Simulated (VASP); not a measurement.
# CuI: single point with r2SCAN

Crystal: CuI.

```
CELL_PARAMETERS angstrom
0.00000 3.03150 3.03150
3.03150 0.00000 3.03150
3.03150 3.03150 0.00000
ATOMIC_POSITIONS crystal
I 0.00000 0.00000 0.00000
Cu 0.75000 0.75000 0.75000
```

```json
{"Program": "VASP 6.6.1", "Task": "single point", "Functional": "r2SCAN", "Potentials or basis": "VASP PAW PBE potentials, release 64 (I, Cu)", "Cutoff": "520 eV", "k mesh": "8 × 8 × 8", "Occupations": "fermi-dirac, width 0.05 eV", "Spin": "no spin polarisation", "Dipole correction": "no", "Further INCAR settings": "ALGO = Normal; EDIFF = 1e-07; NBANDS = 16"}
```

- Pressure: -0.9 GPa
- Band gap on the k mesh: 1.61 eV

Levels at points of the mesh, in eV from the valence-band top:
| k point | band 6 | band 7 | band 8 | band 9 | band 10 | band 11 | band 12 | band 13 |
| --- | --- | --- | --- | --- | --- | --- | --- | --- |
| (0.00, 0.00, 0.00) | -1.83 | 0.00 | 0.00 | 0.00 | 1.61 | 5.24 | 5.24 | 5.24 |
| (0.50, 0.00, 0.00) | -1.81 | -1.77 | -0.71 | -0.71 | 2.55 | 5.75 | 5.75 | 7.72 |
| (0.50, 0.50, 0.00) | -1.76 | -1.74 | -1.50 | -1.50 | 2.94 | 3.18 | 9.79 | 10.41 |

Wall time 3.8 min on 1 thread of AMD EPYC 7R13, with other jobs on the host, peak memory 0.17 GiB.

Caveat: the PAW data sets were made with another functional, which shifts forces and pressure a little; spin-orbit coupling is left out, which moves the levels of the heavy elements. r2SCAN opens gaps a little over a GGA but as a rule still falls short of measured ones.
